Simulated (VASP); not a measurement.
The system is C.

```xyz
12
Lattice="2.5221 0.0000 0.0000 -1.2611 2.1842 0.0000 0.0000 0.0000 12.3557" Properties=species:S:1:pos:R:3 pbc="T T T"
C     1.2611    0.7281    4.3760
C     0.0000    1.4561   10.5539
C     1.2611    0.7281    1.8018
C     0.0000    1.4561    7.9797
C     1.2611    0.7281    5.9205
C     0.0000    1.4561   12.0983
C     1.2611    0.7281    0.2574
C     0.0000    1.4561    6.4352
C     0.0000    0.0000   10.0390
C     0.0000    0.0000    3.8612
C     0.0000    0.0000    8.4945
C     0.0000    0.0000    2.3167
```

```yaml
Program: VASP 6.6.1
Task: relaxation of cell and atoms
Functional: BLYP
Potentials_or_basis: VASP PAW PBE potentials, release 64 (C)
Cutoff: 600 eV
k_mesh: 12 × 12 × 3
Occupations: fermi-dirac, width 0.05 eV
Spin: no spin polarisation
```

At the start: pressure 11.4 GPa; volume 5.67 Å³/atom.

Question: How do energy, volume and symmetry change on relaxing?

Answer: Over 8 steps the energy falls by 6.9 meV/atom and the volume is 5.83 Å³/atom (+2.7 %); space group P6_3/mmc (No. 194, to 0.1 Å) before and after.

The path:
```tsv
step	energy change (eV)	largest force (eV/Å)	pressure (GPa)	volume (Å³)
1	0.0000	0.3225	11.41	68.06
2	0.0167	0.2232	-11.83	72.12
3	-0.0817	0.0937	-0.28	69.95
4	-0.0817	0.0913	-0.05	69.91
5	-0.0813	0.1684	0.14	69.88
6	-0.0822	0.0296	0.02	69.90
7	-0.0822	0.0156	0.01	69.90
8	-0.0823	0.0016	0.02	69.90
```

Final structure:
```xyz
12
Lattice="2.5389 0.0000 0.0000 -1.2695 2.1988 0.0000 0.0000 0.0000 12.5212" Properties=species:S:1:pos:R:3 pbc="T T T"
C     1.2695    0.7329    4.4439
C     0.0000    1.4659   10.7045
C     1.2695    0.7329    1.8167
C     0.0000    1.4659    8.0773
C     1.2695    0.7329    6.0006
C     0.0000    1.4659   12.2612
C     1.2695    0.7329    0.2599
C     0.0000    1.4659    6.5205
C     0.0000    0.0000   10.1819
C     0.0000    0.0000    3.9213
C     0.0000    0.0000    8.5998
C     0.0000    0.0000    2.3393
```

Caveat: the PAW data sets were made with another functional, which shifts forces and pressure a little.
